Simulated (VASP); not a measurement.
Al2Cu:

```
Cu Al
1.0
    -2.05706    2.05706    2.88861
     2.05706   -2.05706    2.88861
     2.05706    2.05706   -2.88861
Cu Al
1 2
Cartesian
  0.0000 0.0000 2.8886
  2.0571 0.0000 1.4443
  0.0000 2.0571 1.4443
```

Base run:

| Property | Result |
| --- | --- |
| Program | VASP 6.6.1 |
| Functional | PBE |
| Potentials or basis | VASP PAW PBE potentials, release 64 (Cu, Al) |
| Cutoff | 520 eV |
| k mesh | 9 × 9 × 9 |
| Occupations | fermi-dirac, width 0.05 eV |
| Spin | no spin polarisation |

Its results: pressure -0.9 GPa.

**Question.** The run is repeated on the same cell with these changes: functional from PBE to r2SCAN. What comes out?

**Answer.** Pressure -3.6 GPa.

Caveats: the PAW data sets were made with another functional, which shifts forces and pressure a little (some runs).
